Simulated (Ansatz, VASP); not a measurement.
# One calculation of CaSe, two programs

```xyz
2
Lattice="0.0000 2.9271 2.9271 2.9271 0.0000 2.9271 2.9271 2.9271 0.0000" Properties=species:S:1:pos:R:3 pbc="T T T"
Ca    0.0000    0.0000    0.0000
Se    2.9271    2.9271    2.9271
```

Alike in both runs: functional r2SCAN; k mesh 8 × 8 × 8; occupations fermi-dirac, width 0.02 eV; no spin polarisation.

Ansatz relaxed the structure, and its values are those at the end. VASP's run is a single point on that final structure, the one shown.

|  | VASP | Ansatz |
| --- | --- | --- |
| version | VASP 6.6.1 | Ansatz 0.2.0 |
| potentials or method | VASP PAW PBE potentials, release 64 (Ca_sv, Se), cutoff 520 eV | PAW plane waves |
| valence electrons in the cell | 16 | 26 |

|  | VASP | Ansatz | Ansatz less VASP |
| --- | --- | --- | --- |
| gap on the k mesh at the Fermi level (eV) | 2.41 | 2.42 | +0.001 |
| pressure (GPa) | 2.6 | 2.3 | -0.30 |

VASP's potentials were made for PBE, not for r2SCAN. With one functional, cell and mesh, what is left measures potentials, basis and numerics. VASP's potentials hold 16 valence electrons a cell and Ansatz's 26, so a difference there can come from the potentials and not from the codes. Ansatz's warnings: stress scf threshold loose.
